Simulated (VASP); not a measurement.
# CdS (P6_3/mmc) in VASP: further runs

CdS is run at these levels: r2SCAN; tasks: single point.

All numbers are computed with VASP 6.6.1; they aren't measurements. Logs are shortened: lines on timing, memory, paths and dates and some standing lists are left out, and cuts for length are marked.

### Step 1. The cell of the first run

Symmetry: P6_3/mmc, No. 194, hexagonal system. The conventional cell has a = 3.763 Å, b = 3.763 Å, c = 6.314 Å, α = 90.00°, β = 90.00°, γ = 120.00°. Cd (site symmetry -3m) has 6 S at 2.69 Å and 2 Cd at 3.16 Å within 3.5 Å. Within 3.5 Å of S (site symmetry -6m2) lie 6 Cd at 2.69 Å.

### Step 2. Single point, r2SCAN (19.35 Å³/atom)

Contents of POSCAR:

```
CdS
1.0
    3.7626309853      0.0000000000      0.0000000000
   -1.8813154927      3.2585340184      0.0000000000
    0.0000000000      0.0000000000      6.3136975093
Cd S
2 2
Direct
    0.0000000000      0.0000000000      0.0000000000
    0.0000000000      0.0000000000      0.5000000000
    0.3333333333      0.6666666667      0.2500000000
    0.6666666667      0.3333333333      0.7500000000
```

Contents of INCAR.step1:

```
PREC = Accurate
ENCUT = 520
ISMEAR = 0
SIGMA = 0.01
LREAL = F
LASPH = T
NELM = 100
NBANDS = 26
GGA = PE
ALGO = Normal
EDIFF = 1E-4
LWAVE = T
LCHARG = F
```

Contents of INCAR.step2:

```
PREC = Accurate
ENCUT = 520
EDIFF = 1E-7
ISMEAR = 0
SIGMA = 0.01
LREAL = F
LASPH = T
NELM = 100
ALGO = Normal
ISIF = 2
LWAVE = F
LCHARG = T
METAGGA = R2SCAN
LMIXTAU = T
LELF = T
LVHAR = T
NBANDS = 26
ISTART = 1
```

Contents of KPOINTS:

```
regular mesh
0
Gamma
  6 6 4
```

Potentials or basis: VASP PAW PBE potentials, release 64 (Cd, S).

Command:

```bash
$ cat potpaw_PBE.64/Cd/POTCAR potpaw_PBE.64/S/POTCAR > POTCAR
$ cp INCAR.step1 INCAR
$ mpirun -np 1 vasp_std > vasp.out
$ cp INCAR.step2 INCAR
$ mpirun -np 1 vasp_std > vasp.out
```

OUTCAR:

```text
PREC = Accurate
   ENCUT = 520
   EDIFF = 1E-7
   ISMEAR = 0
   LREAL = F
   LASPH = T
   NELM = 100
   ISIF = 2
   METAGGA = R2SCAN
   ISTART = 1

 ion  position               nearest neighbor table
   1  0.000  0.000  0.000-   3 2.69   4 2.69   4 2.69   3 2.69   4 2.69   3 2.69   2 3.16   2 3.16

   2  0.000  0.000  0.500-   3 2.69   4 2.69   4 2.69   3 2.69   4 2.69   3 2.69   1 3.16   1 3.16

   3  0.333  0.667  0.250-   1 2.69   2 2.69   1 2.69   2 2.69   1 2.69   2 2.69
   4  0.667  0.333  0.750-   1 2.69   2 2.69   1 2.69   2 2.69   1 2.69   2 2.69

  LATTYP: Found a hexagonal cell.
 ALAT       =     3.7626309853
 C/A-ratio  =     1.6780007218

  Lattice vectors:

 A1 = (   3.7626309853,   0.0000000000,   0.0000000000)
 A2 = (  -1.8813154927,   3.2585340184,   0.0000000000)
 A3 = (   0.0000000000,   0.0000000000,   6.3136975093)

Analysis of symmetry for initial positions (statically):
=====================================================================
 Subroutine PRICEL returns:
 Original cell was already a primitive cell.

 Routine SETGRP: Setting up the symmetry group for a
 hexagonal supercell.

 Subroutine GETGRP returns: Found 24 space group operations
 (whereof 12 operations were pure point group operations)
 out of a pool of 24 trial point group operations.

The static configuration has the point symmetry D_3d.
 The point group associated with its full space group is D_6h.

Analysis of symmetry for dynamics (positions and initial velocities):
=====================================================================
 Subroutine PRICEL returns:
 Original cell was already a primitive cell.

 Routine SETGRP: Setting up the symmetry group for a
 hexagonal supercell.

 Subroutine GETGRP returns: Found 24 space group operations
 (whereof 12 operations were pure point group operations)
 out of a pool of 24 trial point group operations.

The dynamic configuration has the point symmetry D_3d.
 The point group associated with its full space group is D_6h.

 Subroutine INISYM returns: Found 24 space group operations
 (whereof 12 operations are pure point group operations),
 and found     1 'primitive' translations

----------------------------------------------------------------------------------------

                                     Primitive cell

  volume of cell :      77.4101

  direct lattice vectors                    reciprocal lattice vectors
     3.762630985  0.000000000  0.000000000     0.265771478  0.153443235  0.000000000
    -1.881315493  3.258534018  0.000000000     0.000000000  0.306886469  0.000000000
     0.000000000  0.000000000  6.313697509     0.000000000  0.000000000  0.158385795

  length of vectors
     3.762630985  3.762630985  6.313697509     0.306886469  0.306886469  0.158385795

  position of ions in fractional coordinates (direct lattice)
     0.000000000  0.000000000  0.000000000
     0.000000000  0.000000000  0.500000000
     0.333333333  0.666666667  0.250000000
     0.666666667  0.333333333  0.750000000

  ion indices of the primitive-cell ions
   primitive index   ion index
                 1           1
                 2           2
                 3           3
                 4           4

----------------------------------------------------------------------------------------

 KPOINTS: regular mesh

Automatic generation of k-mesh.
 Grid dimensions read from file:
 generate k-points for:    6    6    4

 Generating k-lattice:

  Cartesian coordinates                     Fractional coordinates (reciprocal lattice)
     0.044295246  0.025573872  0.000000000     0.166666667  0.000000000  0.000000000
     0.000000000  0.051147745  0.000000000     0.000000000  0.166666667  0.000000000
     0.000000000  0.000000000  0.039596449     0.000000000  0.000000000  0.250000000

  Length of vectors
     0.051147745  0.051147745  0.039596449

  Shift w.r.t. Gamma in fractional coordinates (k-lattice)
     0.000000000  0.000000000  0.000000000

 Subroutine IBZKPT returns following result:
 ===========================================

 Found     21 irreducible k-points:

 Following reciprocal coordinates:
            Coordinates               Weight
  0.000000  0.000000  0.000000      1.000000
  0.166667 -0.000000  0.000000      6.000000
  0.333333 -0.000000  0.000000      6.000000
  0.500000 -0.000000  0.000000      3.000000
  0.166667  0.166667  0.000000      6.000000
  0.333333  0.166667  0.000000     12.000000
[... 13 lines left out ...]
  0.333333  0.166667  0.500000     12.000000
  0.333333  0.333333  0.500000      2.000000
   k-points           NKPTS =     21   k-points in BZ     NKDIM =     21   number of bands    NBANDS=     26
   number of dos      NEDOS =    301   number of ions     NIONS =      4
   total plane-waves  NPLWV =  37632
   dimension x,y,z NGX =    28 NGY =   28 NGZ =   48
   dimension x,y,z NGXF=    56 NGYF=   56 NGZF=   96
   ions per type =               2   2
[... 65 lines left out ...]
 fundamental gap:      1.4536776268
 Fermi energy:         3.3553234707

 k-point     1 :       0.0000    0.0000    0.0000
  band No.  band energies     occupation
      1     -10.4826      2.00000
      2      -9.2462      2.00000
      3      -5.2391      2.00000
      4      -5.2185      2.00000
      5      -5.2184      2.00000
      6      -4.8929      2.00000
[... 18 lines left out ...]
     25      13.3100      0.00000
     26      13.3100      0.00000

 k-point     2 :       0.1667   -0.0000    0.0000
  band No.  band energies     occupation
      1     -10.2443      2.00000
      2      -9.2719      2.00000
      3      -5.2272      2.00000
      4      -5.2051      2.00000
      5      -4.9570      2.00000
      6      -4.8862      2.00000
[... 18 lines left out ...]
     25      11.8030      0.00000
     26      12.4890      0.00000

 k-point     3 :       0.3333   -0.0000    0.0000
  band No.  band energies     occupation
      1      -9.7027      2.00000
      2      -9.2868      2.00000
      3      -5.2468      2.00000
      4      -5.2273      2.00000
      5      -5.0755      2.00000
      6      -4.9865      2.00000
[... 18 lines left out ...]
     25      11.8029      0.00000
     26      13.9145      0.00000

 k-point     4 :       0.5000   -0.0000    0.0000
  band No.  band energies     occupation
      1      -9.4890      2.00000
      2      -9.1566      2.00000
      3      -5.3387      2.00000
      4      -5.2534      2.00000
      5      -5.1694      2.00000
      6      -5.0652      2.00000
[... 18 lines left out ...]
     25      12.2223      0.00000
     26      15.7961      0.00000

 k-point     5 :       0.1667    0.1667    0.0000
  band No.  band energies     occupation
      1      -9.8405      2.00000
      2      -9.3012      2.00000
      3      -5.2819      2.00000
      4      -5.1435      2.00000
      5      -4.9542      2.00000
      6      -4.9106      2.00000
[... 18 lines left out ...]
     25      12.4903      0.00000
     26      13.3552      0.00000

 k-point     6 :       0.3333    0.1667    0.0000
  band No.  band energies     occupation
      1      -9.4248      2.00000
      2      -9.2485      2.00000
      3      -5.3155      2.00000
      4      -5.1294      2.00000
      5      -5.0607      2.00000
      6      -5.0029      2.00000
[... 340 lines left out ...]
 k-point    18 :       0.5000   -0.0000    0.5000
  band No.  band energies     occupation
      1      -9.3291      2.00000
      2      -9.3291      2.00000
      3      -4.9418      2.00000
      4      -4.9418      2.00000
      5      -4.9355      2.00000
      6      -4.9355      2.00000
[... 18 lines left out ...]
     25      12.3589      0.00000
     26      12.3589      0.00000

 k-point    19 :       0.1667    0.1667    0.5000
  band No.  band energies     occupation
      1      -9.5705      2.00000
      2      -9.5705      2.00000
      3      -5.0103      2.00000
      4      -5.0103      2.00000
      5      -4.9303      2.00000
      6      -4.9303      2.00000
[... 18 lines left out ...]
     25      12.4857      0.00000
     26      12.4857      0.00000

 k-point    20 :       0.3333    0.1667    0.5000
  band No.  band energies     occupation
      1      -9.3316      2.00000
      2      -9.3316      2.00000
      3      -5.0663      2.00000
      4      -5.0663      2.00000
      5      -4.8750      2.00000
      6      -4.8750      2.00000
[... 18 lines left out ...]
     25      13.1735      0.00000
     26      13.1735      0.00000

 k-point    21 :       0.3333    0.3333    0.5000
  band No.  band energies     occupation
      1      -9.2525      2.00000
      2      -9.2525      2.00000
      3      -5.1568      2.00000
      4      -5.1568      2.00000
      5      -4.7935      2.00000
      6      -4.7935      2.00000
[... 18 lines left out ...]
     25      12.7040      0.00000
     26      12.7040      0.00000

------------------------ aborting loop because EDIFF is reached ----------------------------------------

  FORCE on cell =-STRESS in cart. coord.  units (eV):
  Direction    XX          YY          ZZ          XY          YZ          ZX
  --------------------------------------------------------------------------------------
  -------------------------------------------------------------------------------------
  Total        3.0080944      3.0080944      3.3185362     -0.0000000      0.0000000      0.0000000
  in kB       62.2593227     62.2593227     68.6846185     -0.0000000      0.0000000      0.0000000
  external PRESSURE =      64.4010880 kB  Pullay stress =       0.0000000 kB

 VOLUME and BASIS-vectors are now :
 -----------------------------------------------------------------------------
  energy-cutoff  :      520.00
  volume of cell :       77.41
      direct lattice vectors                 reciprocal lattice vectors
     3.762630985  0.000000000  0.000000000     0.265771478  0.153443235  0.000000000
    -1.881315493  3.258534018  0.000000000     0.000000000  0.306886469  0.000000000
     0.000000000  0.000000000  6.313697509     0.000000000  0.000000000  0.158385795

 POSITION                                       TOTAL-FORCE (eV/Angst)
 -----------------------------------------------------------------------------------
      0.00000      0.00000      0.00000         0.000000      0.000000     -0.000000
      0.00000      0.00000      3.15685         0.000000      0.000000     -0.000000
     -0.00000      2.17236      1.57842         0.000000      0.000000     -0.000000
      1.88132      1.08618      4.73527        -0.000000     -0.000000      0.000000
 -----------------------------------------------------------------------------------
    total drift:                               -0.000000     -0.000000      0.000000

  FREE ENERGIE OF THE ION-ELECTRON SYSTEM (eV)
  ---------------------------------------------------
  free  energy   TOTEN  =       -58.7465265738 eV

  energy  without entropy=      -58.7465265738  energy(sigma->0) =      -58.74652657
```

Wall time 3.1 min (1 thread of Intel Xeon 8259CL, shared host); peak memory 0.21 GiB.

What came out:

| Property | Result |
| --- | --- |
| Free energy | -58.7465 eV |
| Pressure | 6.4 GPa |
| Band gap on the k mesh | 1.45 eV (least direct gap 1.55 eV) |

Levels at points of the mesh, in eV from the valence-band top:
```csv
k point,band 16,band 17,band 18,band 19,band 20,band 21
"(0.00, 0.00, 0.00)",-0.92,0.00,0.00,1.55,4.00,7.28
"(0.50, 0.00, 0.00)",-2.37,-1.54,-0.05,3.08,4.30,4.33
"(0.00, 0.00, 0.50)",-0.43,-0.43,-0.43,3.91,3.91,7.43
"(0.50, 0.00, 0.50)",-1.46,-1.34,-1.34,2.58,2.58,6.29
```

Caveat: the cell stands under pressure; the PAW data sets were made with another functional, which shifts forces and pressure a little. A k mesh can miss the band edges.

### Step 3. Single point, r2SCAN (19.97 Å³/atom)

This run uses another cell than the first one, of 19.97 Å³/atom.

Contents of POSCAR:

```
CdS
1.0
    3.8022405381      0.0000000000      0.0000000000
   -1.9011202691      3.2928368973      0.0000000000
    0.0000000000      0.0000000000      6.3801623673
Cd S
2 2
Direct
    0.0000000000      0.0000000000      0.0000000000
    0.0000000000      0.0000000000      0.5000000000
    0.3333333333      0.6666666667      0.2500000000
    0.6666666667      0.3333333333      0.7500000000
```

Contents of INCAR.step1:

```
ALGO     = Normal         # electronic algorithm
EDIFF    = 1E-4           # SCF threshold, eV
ENCUT    = 520            # plane-wave cutoff, eV
GGA      = PE             # functional
ISMEAR   = 0              # smearing method
LASPH    = T              # aspherical terms in the spheres
LCHARG   = F              # write CHGCAR
LREAL    = F              # projectors in reciprocal space
LWAVE    = T              # write WAVECAR
NBANDS   = 26             # bands
NELM     = 60             # most SCF steps
PREC     = Accurate       # precision mode
SIGMA    = 0.01           # smearing width, eV
```

Contents of INCAR.step2:

```
ALGO     = Normal         # electronic algorithm
EDIFF    = 1E-6           # SCF threshold, eV
ENCUT    = 520            # plane-wave cutoff, eV
ISIF     = 2              # what is computed and relaxed
ISMEAR   = 0              # smearing method
ISTART   = 1            
LASPH    = T              # aspherical terms in the spheres
LCHARG   = F              # write CHGCAR
LMIXTAU  = T            
LREAL    = F              # projectors in reciprocal space
LWAVE    = F              # write WAVECAR
METAGGA  = R2SCAN         # meta-GGA
NBANDS   = 26             # bands
NELM     = 60             # most SCF steps
PREC     = Accurate       # precision mode
SIGMA    = 0.01           # smearing width, eV
```

Contents of KPOINTS:

```
k-points
0
Gamma
  6 6 4
```

Potentials or basis: VASP PAW PBE potentials, release 64 (Cd, S).

Command:

```bash
$ cat potpaw_PBE.64/Cd/POTCAR potpaw_PBE.64/S/POTCAR > POTCAR
$ cp INCAR.step1 INCAR
$ mpirun -np 1 vasp_std > vasp.out
$ cp INCAR.step2 INCAR
$ mpirun -np 1 vasp_std > vasp.out
```

Run time: 2.1 min. Hardware: 1 thread of Intel Xeon 8259CL, shared host; peak memory 0.22 GiB.

It converged, with:

```yaml
Free_energy: -58.8206 eV
Pressure: 3.2 GPa
Band_gap_on_the_k_mesh: 1.39 eV
```

Stress tensor (GPa, compression positive):
```
3.09 0.00 0.00
0.00 3.09 0.00
0.00 0.00 3.40
```

Levels at points of the mesh, in eV from the valence-band top:
| k point | band 16 | band 17 | band 18 | band 19 | band 20 | band 21 |
| --- | --- | --- | --- | --- | --- | --- |
| (0.00, 0.00, 0.00) | -0.84 | 0.00 | 0.00 | 1.39 | 4.01 | 7.30 |
| (0.50, 0.00, 0.00) | -2.23 | -1.48 | -0.05 | 3.01 | 4.26 | 4.35 |
| (0.00, 0.00, 0.50) | -0.39 | -0.39 | -0.39 | 3.77 | 3.77 | 7.38 |
| (0.50, 0.00, 0.50) | -1.40 | -1.26 | -1.26 | 2.57 | 2.57 | 6.33 |

Caveat: the cell stands under pressure; the PAW data sets were made with another functional, which shifts forces and pressure a little.

### Step 4. Single point, r2SCAN

This run uses another cell than the first one, of 20.59 Å³/atom.

Contents of POSCAR:

```
CdS
1.0
    3.8410415908      0.0000000000      0.0000000000
   -1.9205207954      3.3264395946      0.0000000000
    0.0000000000      0.0000000000      6.4452705618
Cd S
2 2
Direct
    0.0000000000      0.0000000000      0.0000000000
    0.0000000000      0.0000000000      0.5000000000
    0.3333333333      0.6666666667      0.2500000000
    0.6666666667      0.3333333333      0.7500000000
```

Contents of INCAR.step1:

```
PREC = Accurate
ENCUT = 520
ISMEAR = 0
SIGMA = 0.01
LREAL = F
LASPH = T
NELM = 60
NBANDS = 26
GGA = PE
ALGO = Normal
EDIFF = 1E-4
LWAVE = T
LCHARG = F
```

Contents of INCAR.step2:

```
PREC = Accurate
ENCUT = 520
EDIFF = 1E-7
ISMEAR = 0
SIGMA = 0.01
LREAL = F
LASPH = T
NELM = 60
ALGO = Normal
ISIF = 2
LWAVE = F
LCHARG = T
METAGGA = R2SCAN
LMIXTAU = T
LELF = T
LVHAR = T
NBANDS = 26
ISTART = 1
```

Contents of KPOINTS:

```
regular mesh
0
Gamma
  6 6 4
```

Command:

```bash
$ cat potpaw_PBE.64/Cd/POTCAR potpaw_PBE.64/S/POTCAR > POTCAR
$ cp INCAR.step1 INCAR
$ mpirun -np 1 vasp_std > vasp.out
$ cp INCAR.step2 INCAR
$ mpirun -np 1 vasp_std > vasp.out
```

It took 3.2 min on 1 thread of Intel Xeon 8259CL, shared host; peak memory 0.23 GiB.

Results (log left out):

- Free energy: -58.8487 eV
- Pressure: 0.5 GPa
- Band gap on the k mesh: 1.24 eV

Levels at points of the mesh, in eV from the valence-band top:
| k point | band 15 | band 16 | band 17 | band 18 | band 19 | band 20 | band 21 | band 22 |
| --- | --- | --- | --- | --- | --- | --- | --- | --- |
| (0.00, 0.00, 0.00) | -0.77 | -0.77 | 0.00 | 0.00 | 1.24 | 4.01 | 7.31 | 7.31 |
| (0.50, 0.00, 0.00) | -3.14 | -2.11 | -1.43 | -0.05 | 2.94 | 4.21 | 4.35 | 6.46 |
| (0.00, 0.00, 0.50) | -0.36 | -0.36 | -0.36 | -0.36 | 3.64 | 3.64 | 7.33 | 7.33 |
| (0.50, 0.00, 0.50) | -1.35 | -1.35 | -1.19 | -1.19 | 2.55 | 2.55 | 6.36 | 6.36 |

Caveat: the PAW data sets were made with another functional, which shifts forces and pressure a little.

### Step 5. Overview

```csv
cell,gap on the mesh (eV),pressure (GPa)
"a = 3.763, b = 3.763, c = 6.314 Å, angles 90.0, 90.0, 120.0°, 4 atoms",1.45,6.4
"a = 3.802, b = 3.802, c = 6.380 Å, angles 90.0, 90.0, 120.0°, 4 atoms",1.39,3.2
"a = 3.841, b = 3.841, c = 6.445 Å, angles 90.0, 90.0, 120.0°, 4 atoms",1.24,0.5
```

Alike in all rows: task single point; level r2SCAN; potentials or basis VASP PAW PBE potentials, release 64 (Cd, S); no spin polarisation; k mesh 6 × 6 × 4; cutoff (eV) 520; smearing gaussian 0.01 eV.

Caveats: the PAW data sets were made with another functional, which shifts forces and pressure a little; the cell stands under pressure (at least some runs).

Total energies depend on the potentials used, so only differences within one code and one set of settings carry meaning.
